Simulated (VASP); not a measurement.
Here is a VASP 6.6.1 calculation.

File INCAR:

```
SYSTEM = NaCl
PREC     = Accurate       ! precision mode
ENCUT    = 520            ! plane-wave cutoff, eV
EDIFF    = 1E-6           ! SCF threshold, eV
ISMEAR   = 0              ! smearing method
SIGMA    = 0.05           ! smearing width, eV
LREAL    = .FALSE.        ! projectors in reciprocal space
LASPH    = .TRUE.         ! aspherical terms in the spheres
NELM     = 60             ! most SCF steps
ALGO     = Normal         ! electronic algorithm
ISIF     = 2              ! what is computed and relaxed
LWAVE    = .FALSE.        ! write WAVECAR
LCHARG   = .FALSE.        ! write CHGCAR
GGA      = PE             ! functional
NBANDS   = 14             ! bands
```

File KPOINTS:

```
Automatic mesh
0
G
  8 8 8
  0 0 0
```

The input POSCAR:

```
NaCl
1.0
    0.0000000000      2.7184800000      2.9450200000
    2.7184800000      0.0000000000      2.9450200000
    2.7184800000      2.7184800000      0.0000000000
Na Cl
1 1
Direct
    0.0000000000      0.0000000000      0.0000000000
    0.5000000000      0.5000000000      0.5000000000
```

Potentials or basis: VASP PAW PBE potentials, release 64 (Na_pv, Cl).

The run is started by

```bash
$ cat potpaw_PBE.64/Na_pv/POTCAR potpaw_PBE.64/Cl/POTCAR > POTCAR
$ mpirun -np 1 vasp_std > vasp.out
```

**Question.** Estimate the pressure.

**Answer.** 2.0 GPa.

**Question.** What does it give for the band gap on the k mesh?

**Answer.** 5.21 eV.

Stress tensor (GPa, compression positive):
```
 3.22  0.00  0.00
 0.00  3.22  0.00
 0.00  0.00 -0.35
```

Caveat: the cell differs from its parent crystal (strain -0.040 along x and y, +0.040 along z).
